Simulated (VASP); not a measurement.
Write the native input for VASP 6.6.1 that does the following.

| Quantity | Value |
| --- | --- |
| Task | single point |
| Functional | PBE |
| Potentials or basis | VASP PAW PBE potentials, release 64 (Mg, S) |
| Cutoff | 520 eV |
| k mesh | 8 × 8 × 8 |
| Occupations | gaussian, width 0.05 eV |
| Spin | no spin polarisation |
| Dipole correction | no |
| Further INCAR settings | ALGO = Normal; EDIFF = 1e-06; NBANDS = 11 |

The structure of MgS lies in POSCAR:

```
MgS
1.0
   -0.5638143949      2.3524669581      2.3524669581
    2.3524669581     -0.5638143949      2.3524669581
    2.3524669581      2.3524669581     -0.5638143949
Mg S
1 1
Direct
    0.0000000000      0.0000000000      0.0000000000
    0.5000000000      0.5000000000      0.5000000000
```

This cell differs from its parent crystal: ratio of the length along [111] to the lengths across it x 0.71, volume and fractional coordinates fixed.

One way to write it, as run:

INCAR

```
  PREC = Accurate
  ENCUT = 520
  EDIFF = 1E-6
  ISMEAR = 0
  SIGMA = 0.05
  LREAL = F
  LASPH = T
  NELM = 60
  ALGO = Normal
  ISIF = 2
  LWAVE = F
  LCHARG = T
  GGA = PE
  LELF = T
  LVHAR = T
  NBANDS = 11
```

KPOINTS

```
regular mesh
0
Gamma
  8 8 8
```

Potentials or basis: VASP PAW PBE potentials, release 64 (Mg, S).

Command:

```console
$ cat potpaw_PBE.64/Mg/POTCAR potpaw_PBE.64/S/POTCAR > POTCAR
$ mpirun -np 1 vasp_std > vasp.out
```

It gave:

| Item | Value |
| --- | --- |
| Pressure | 0.8 GPa |
| Band gap on the k mesh | 0.63 eV, indirect (least direct gap 1.52 eV) |

It took 20 s on 1 thread of Intel Xeon 6975P-C (shared host), peak memory 0.17 GiB.
